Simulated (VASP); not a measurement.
# Mg2ZnO3 (P1) in VASP: single point with r2SCAN

Aim: the single point of Mg2ZnO3 with r2SCAN.

Everything below comes from runs of VASP 6.6.1. Logs are shortened: lines on timing, memory, paths and dates and some standing lists are left out, and cuts for length are marked.

**1. The cell of the first run**

The typed cell holds 6 atoms: a = 3.033 Å, b = 3.033 Å, c = 7.403 Å, α = 90.00°, β = 90.00°, γ = 120.00°.

**2. Single point, r2SCAN**

File POSCAR:

```
Mg2ZnO3
1.0
    3.0329990000      0.0000000000      0.0000000000
   -1.5164990000      2.6266540000      0.0000000000
    0.0000000000      0.0000000000      7.4033160000
Mg Zn O
2 1 3
Direct
    0.3333333333      0.6666666667      0.6658000000
    0.6007253327      0.3333333333      0.3342000000
    0.0000000000      0.0000000000      0.0000000000
    0.3333333333      0.6666666667      0.1726190000
    0.6666666667      0.3333333333      0.8273810000
    0.0000000000      0.0000000000      0.5000000000
```

File INCAR.step1:

```
SYSTEM = Mg2ZnO3
PREC = Accurate
ENCUT = 660
ISMEAR = 0
SIGMA = 0.01
LREAL = .FALSE.
LASPH = .TRUE.
NELM = 120
NBANDS = 26
GGA = PE
ALGO = Normal
EDIFF = 1E-5
LWAVE = .TRUE.
LCHARG = .FALSE.
GGA_COMPAT = .FALSE.
```

File INCAR.step2:

```
SYSTEM = Mg2ZnO3
PREC = Accurate
ENCUT = 660
EDIFF = 1E-6
ISMEAR = 0
SIGMA = 0.01
LREAL = .FALSE.
LASPH = .TRUE.
NELM = 120
ALGO = Normal
ISIF = 2
LWAVE = .FALSE.
LCHARG = .FALSE.
METAGGA = R2SCAN
LMIXTAU = .TRUE.
NBANDS = 26
ISTART = 1
GGA_COMPAT = .FALSE.
```

File KPOINTS:

```
Automatic mesh
0
G
  12 12 4
  0 0 0
```

Potentials or basis: VASP PAW PBE potentials, release 64 (Mg, Zn, O).

The run is started by

```sh
cat potpaw_PBE.64/Mg/POTCAR potpaw_PBE.64/Zn/POTCAR potpaw_PBE.64/O/POTCAR > POTCAR
cp INCAR.step1 INCAR
mpirun -np 1 vasp_std > vasp.out
cp INCAR.step2 INCAR
mpirun -np 1 vasp_std > vasp.out
```

OUTCAR:

```text
SYSTEM = Mg2ZnO3
   PREC = Accurate
   ENCUT = 660
   EDIFF = 1E-6
   ISMEAR = 0
   LREAL = .FALSE.
   LASPH = .TRUE.
   NELM = 120
   ISIF = 2
   METAGGA = R2SCAN
   ISTART = 1

 ion  position               nearest neighbor table
   1  0.333  0.667  0.666-   5 2.12   5 2.12   5 2.12   6 2.14   6 2.14   6 2.14   2 2.92   2 3.02
                             3 3.03   3 3.03   3 3.03   2 3.12
   2  0.601  0.333  0.334-   4 1.98   6 2.00   4 2.13   6 2.15   4 2.27   6 2.28   1 2.92   3 2.94
                             1 3.02   3 3.04   1 3.12   3 3.14
   3  0.000  0.000  0.000-   4 2.17   5 2.17   4 2.17   5 2.17   5 2.17   4 2.17   2 2.94   1 3.03
                             1 3.03   1 3.03   2 3.04   2 3.14
   4  0.333  0.667  0.173-   2 1.98   2 2.13   3 2.17   3 2.17   3 2.17   2 2.27
   5  0.667  0.333  0.827-   1 2.12   1 2.12   1 2.12   3 2.17   3 2.17   3 2.17
   6  0.000  0.000  0.500-   2 2.00   1 2.14   1 2.14   1 2.14   2 2.15   2 2.28

  LATTYP: Found a hexagonal cell.
 ALAT       =     3.0329990000
 C/A-ratio  =     2.4409226643

  Lattice vectors:

 A1 = (   3.0329990000,   0.0000000000,   0.0000000000)
 A2 = (  -1.5164990000,   2.6266540000,   0.0000000000)
 A3 = (   0.0000000000,   0.0000000000,   7.4033160000)

Analysis of symmetry for initial positions (statically):
=====================================================================
 Subroutine PRICEL returns:
 Original cell was already a primitive cell.

 Routine SETGRP: Setting up the symmetry group for a
 hexagonal supercell.

 Subroutine GETGRP returns: Found  1 space group operations
 (whereof  1 operations were pure point group operations)
 out of a pool of 24 trial point group operations.

The static configuration has the point symmetry C_1 .

Analysis of symmetry for dynamics (positions and initial velocities):
=====================================================================
 Subroutine PRICEL returns:
 Original cell was already a primitive cell.

 Routine SETGRP: Setting up the symmetry group for a
 hexagonal supercell.

 Subroutine GETGRP returns: Found  1 space group operations
 (whereof  1 operations were pure point group operations)
 out of a pool of 24 trial point group operations.

The dynamic configuration has the point symmetry C_1 .

 Subroutine INISYM returns: Found  1 space group operations
 (whereof  1 operations are pure point group operations),
 and found     1 'primitive' translations

----------------------------------------------------------------------------------------

                                     Primitive cell

  volume of cell :      58.9795

  direct lattice vectors                    reciprocal lattice vectors
     3.032999000  0.000000000  0.000000000     0.329706670  0.190356185  0.000000000
    -1.516499000  2.626654000  0.000000000     0.000000000  0.380712496  0.000000000
     0.000000000  0.000000000  7.403316000     0.000000000  0.000000000  0.135074607

  length of vectors
     3.032999000  3.032998591  7.403316000     0.380712444  0.380712496  0.135074607

  position of ions in fractional coordinates (direct lattice)
     0.333333333  0.666666667  0.665800000
     0.600725333  0.333333333  0.334200000
     0.000000000  0.000000000  0.000000000
     0.333333333  0.666666667  0.172619000
     0.666666667  0.333333333  0.827381000
     0.000000000  0.000000000  0.500000000

  ion indices of the primitive-cell ions
   primitive index   ion index
                 1           1
                 2           2
                 3           3
                 4           4
                 5           5
                 6           6

----------------------------------------------------------------------------------------

 KPOINTS: Automatic mesh

Automatic generation of k-mesh.
 Grid dimensions read from file:
 generate k-points for:   12   12    4

 Generating k-lattice:

  Cartesian coordinates                     Fractional coordinates (reciprocal lattice)
     0.027475556  0.015863015  0.000000000     0.083333333  0.000000000  0.000000000
     0.000000000  0.031726041  0.000000000     0.000000000  0.083333333  0.000000000
     0.000000000  0.000000000  0.033768652     0.000000000  0.000000000  0.250000000

  Length of vectors
     0.031726037  0.031726041  0.033768652

  Shift w.r.t. Gamma in fractional coordinates (k-lattice)
     0.000000000  0.000000000  0.000000000

 Subroutine IBZKPT returns following result:
 ===========================================

 Found    292 irreducible k-points:

 Following reciprocal coordinates:
            Coordinates               Weight
  0.000000  0.000000  0.000000      1.000000
  0.083333  0.000000  0.000000      2.000000
  0.000000  0.083333  0.000000      2.000000
 -0.083333  0.083333  0.000000      2.000000
  0.166667  0.000000  0.000000      2.000000
  0.000000  0.166667  0.000000      2.000000
[... 16 lines left out ...]
  0.166667  0.083333  0.000000      2.000000
 -0.083333  0.250000  0.000000      2.000000
 [... further k-points ...]
   k-points           NKPTS =    292   k-points in BZ     NKDIM =    292   number of bands    NBANDS=     26
   number of dos      NEDOS =    301   number of ions     NIONS =      6
   total plane-waves  NPLWV =  50176
   dimension x,y,z NGX =    28 NGY =   28 NGZ =   64
   dimension x,y,z NGXF=    56 NGYF=   56 NGZF=  128
   ions per type =               2   1   3
   NGX,Y,Z   is equivalent  to a cutoff of  15.35, 15.35, 14.37 a.u.
   NGXF,Y,Z  is equivalent  to a cutoff of  30.69, 30.69, 28.74 a.u.
 SYSTEM =  Mg2ZnO3
   PREC   = accura    normal or accurate (medium, high low for compatibility)
   ISTART =      1    job   : 0-new  1-cont  2-samecut
   ICHARG =      0    charge: 1-file 2-atom 10-const
   ISPIN  =      1    spin polarized calculation?
   LNONCOLLINEAR =      F non collinear calculations
   LSORBIT =      F    spin-orbit coupling
   LASPH  =      T    aspherical Exc in radial PAW
   ENCUT  =  660.0 eV  48.51 Ry    6.96 a.u.   6.35  6.35 15.51*2*pi/ulx,y,z
   NELM   =    120;   NELMIN=  2; NELMDL=  0     # of ELM steps
   EDIFF  = 0.1E-05   stopping-criterion for ELM
   LREAL  =      F    real-space projection
[... 7 lines left out ...]
   TEBEG  =    0.0;   TEEND  =   0.0 temperature during run
   PSTRESS=    0.0 pullay stress
   NELECT =      34.0000    total number of electrons
   NUPDOWN=      -1.0000    fix difference up-down
   EMIN   =  10.00;   EMAX   =-10.00  energy-range for DOS
   EFERMI =   0.00;   METHOD = LEGACY
   ISMEAR =     0;   SIGMA  =   0.01  broadening in eV -4-tet -1-fermi 0-gaus
   EFERMI_NEDOS =   21; number of points for ismear=-14 and -15
   IALGO  =     38    algorithm
   IMIX   =      4    mixing-type and parameters
     AMIX     =   0.40;   BMIX     =  1.00
     AMIX_MAG =   1.60;   BMIX_MAG =  1.00
  volume/ion in A,a.u.               =       9.83        66.34
  Fermi-wavevector in a.u.,A,eV,Ry     =   1.362492  2.574737 25.257648  1.856385
  Thomas-Fermi vector in A             =   2.488977
   LORBIT       =      0    0 simple, 1 ext, 2 COOP (PROOUT), +10 PAW based schemes
   METAGGA = R2SCAN    functional components
   LHFCALC =     F    Hartree Fock is set to
   AEXX    =    0.0000 exact exchange contribution
   IVDW    =     0    specifies the selected vdW correction
   LEPSILON=     F    determine dielectric tensor
   LRPA    =     F    only Hartree local field effects (RPA)
 non-spin polarized calculation
 Gauss-broadening in eV      SIGMA  =   0.01
  energy-cutoff  :      660.00
  volume of cell :       58.98
 maximum number of plane-waves:      2288
 NGX is ok and might be reduce to    28
   NGX = 13   NGY = 13   NGZ = 31

 number of electron      34.0000010 magnetization

 Free energy of the ion-electron system (eV)
  ---------------------------------------------------
  ext. energy  EPLUGINS =         0.00000000
  ---------------------------------------------------
  free energy    TOTEN  =       -50.13302053 eV

  energy without entropy =      -50.13302053  energy(sigma->0) =      -50.13302053

 E-fermi :   2.5531     XC(G=0): -11.9037

 val. band max:        2.4244685952   @ k =   0.0000   0.0000   0.5000
 cond. band min:       5.9713684335   @ k =   0.0000   0.0000   0.0000
 fundamental gap:      3.5468998383
 Fermi energy:         2.5530691098

 k-point     1 :       0.0000    0.0000    0.0000
  band No.  band energies     occupation
      1     -16.1073      2.00000
      2     -15.3416      2.00000
      3     -15.1090      2.00000
      4      -3.0952      2.00000
      5      -2.3931      2.00000
      6      -2.3765      2.00000
[... 18 lines left out ...]
     25      19.0245      0.00000
     26      19.0692      0.00000

 k-point     2 :       0.0833    0.0000    0.0000
  band No.  band energies     occupation
      1     -16.0466      2.00000
      2     -15.3089      2.00000
      3     -15.0739      2.00000
      4      -3.0252      2.00000
      5      -2.4710      2.00000
      6      -2.3699      2.00000
[... 18 lines left out ...]
     25      18.2186      0.00000
     26      18.9219      0.00000

 k-point     3 :       0.0000    0.0833    0.0000
  band No.  band energies     occupation
      1     -16.0466      2.00000
      2     -15.3089      2.00000
      3     -15.0738      2.00000
      4      -3.0254      2.00000
      5      -2.4791      2.00000
      6      -2.3607      2.00000
[... 572 lines left out ...]
 k-point    23 :       0.1667    0.0833    0.0000
  band No.  band energies     occupation
      1     -15.7175      2.00000
      2     -15.1400      2.00000
      3     -14.8929      2.00000
      4      -2.7461      2.00000
      5      -2.6395      2.00000
      6      -2.3063      2.00000
[... 18 lines left out ...]
     25      16.6098      0.00000
     26      18.2931      0.00000

 k-point    24 :      -0.0833    0.2500    0.0000
  band No.  band energies     occupation
      1     -15.7174      2.00000
      2     -15.1400      2.00000
      3     -14.8929      2.00000
      4      -2.7538      2.00000
      5      -2.6441      2.00000
      6      -2.3068      2.00000
[... 18 lines left out ...]
     25      16.4190      0.00000
     26      18.2741      0.00000

 [... further k-points ...]

------------------------ aborting loop because EDIFF is reached ----------------------------------------

  FORCE on cell =-STRESS in cart. coord.  units (eV):
  Direction    XX          YY          ZZ          XY          YZ          ZX
  --------------------------------------------------------------------------------------
  -------------------------------------------------------------------------------------
  Total       -2.1684146     -2.5165736     -2.0363597     -0.1631127     -0.3605211      0.0482636
  in kB      -58.9049069    -68.3626357    -55.3176412     -4.4309516     -9.7935421      1.3110797
  external PRESSURE =     -60.8617279 kB  Pullay stress =       0.0000000 kB

 VOLUME and BASIS-vectors are now :
 -----------------------------------------------------------------------------
  energy-cutoff  :      660.00
  volume of cell :       58.98
      direct lattice vectors                 reciprocal lattice vectors
     3.032999000  0.000000000  0.000000000     0.329706670  0.190356185  0.000000000
    -1.516499000  2.626654000  0.000000000     0.000000000  0.380712496  0.000000000
     0.000000000  0.000000000  7.403316000     0.000000000  0.000000000  0.135074607

 POSITION                                       TOTAL-FORCE (eV/Angst)
 -----------------------------------------------------------------------------------
      0.00000      1.75110      4.92913        -0.061159      0.013512     -0.008923
      1.31650      0.87555      2.47419         1.109652     -0.030084      0.040090
      0.00000      0.00000      0.00000        -0.053341     -0.013851     -0.007741
      0.00000      1.75110      1.27795        -0.524063      0.194022     -0.276089
      1.51650      0.87555      6.12536        -0.007889     -0.000437      0.048502
      0.00000      0.00000      3.70166        -0.463200     -0.163162      0.204161
 -----------------------------------------------------------------------------------
    total drift:                               -0.001069     -0.000123      0.000693

  FREE ENERGIE OF THE ION-ELECTRON SYSTEM (eV)
  ---------------------------------------------------
  free  energy   TOTEN  =       -50.1330205317 eV

  energy  without entropy=      -50.1330205317  energy(sigma->0) =      -50.13302053
```

Wall time 15 min (1 thread of Intel Xeon 6975P-C (Granite Rapids), shared host); peak memory 0.7 GiB.

Results:

* Free energy: -50.1330 eV
* Pressure: -6.1 GPa
* Largest force: 1.111 eV/Å
* Band gap on the k mesh: 3.55 eV (least direct gap 3.61 eV)

Forces in eV/Å, atoms in the order of the input:
```
Mg  -0.061  0.014 -0.009
Mg   1.110 -0.030  0.040
Zn  -0.053 -0.014 -0.008
O   -0.524  0.194 -0.276
O   -0.008  0.000  0.049
O   -0.463 -0.163  0.204
```

Stress tensor (GPa, compression positive):
```
-5.89 -0.44  0.13
-0.44 -6.84 -0.98
 0.13 -0.98 -5.53
```

Levels at points of the mesh, in eV from the valence-band top:
| k point | band 13 | band 14 | band 15 | band 16 | band 17 | band 18 | band 19 | band 20 | band 21 | band 22 |
| --- | --- | --- | --- | --- | --- | --- | --- | --- | --- | --- |
| (0.00, 0.00, 0.00) | -0.53 | -0.50 | -0.43 | -0.16 | -0.07 | 3.55 | 7.08 | 7.39 | 12.12 | 12.79 |
| (0.50, 0.00, 0.00) | -1.92 | -1.68 | -1.14 | -0.75 | -0.44 | 7.22 | 8.20 | 9.40 | 10.53 | 12.07 |
| (0.00, 0.50, 0.00) | -1.89 | -1.70 | -1.17 | -0.76 | -0.40 | 7.21 | 8.20 | 9.45 | 10.55 | 11.91 |
| (0.50, 0.50, 0.00) | -1.88 | -1.71 | -1.26 | -0.77 | -0.36 | 7.18 | 8.21 | 9.55 | 10.54 | 11.80 |
| (0.00, 0.00, 0.50) | -0.83 | -0.74 | -0.65 | -0.06 | 0.00 | 4.57 | 5.96 | 7.66 | 12.35 | 13.90 |
| (0.50, 0.00, 0.50) | -1.94 | -1.84 | -1.31 | -0.36 | -0.29 | 7.41 | 7.51 | 9.89 | 11.14 | 11.59 |
| (0.00, 0.50, 0.50) | -1.96 | -1.78 | -1.36 | -0.31 | -0.28 | 7.41 | 7.47 | 9.91 | 11.20 | 11.58 |
| (0.50, 0.50, 0.50) | -1.95 | -1.76 | -1.45 | -0.30 | -0.29 | 7.38 | 7.50 | 9.96 | 11.20 | 11.62 |

Caveat: the cell stands under tension; the PAW data sets were made with another functional, which shifts forces and pressure a little. A k mesh can miss the band edges.
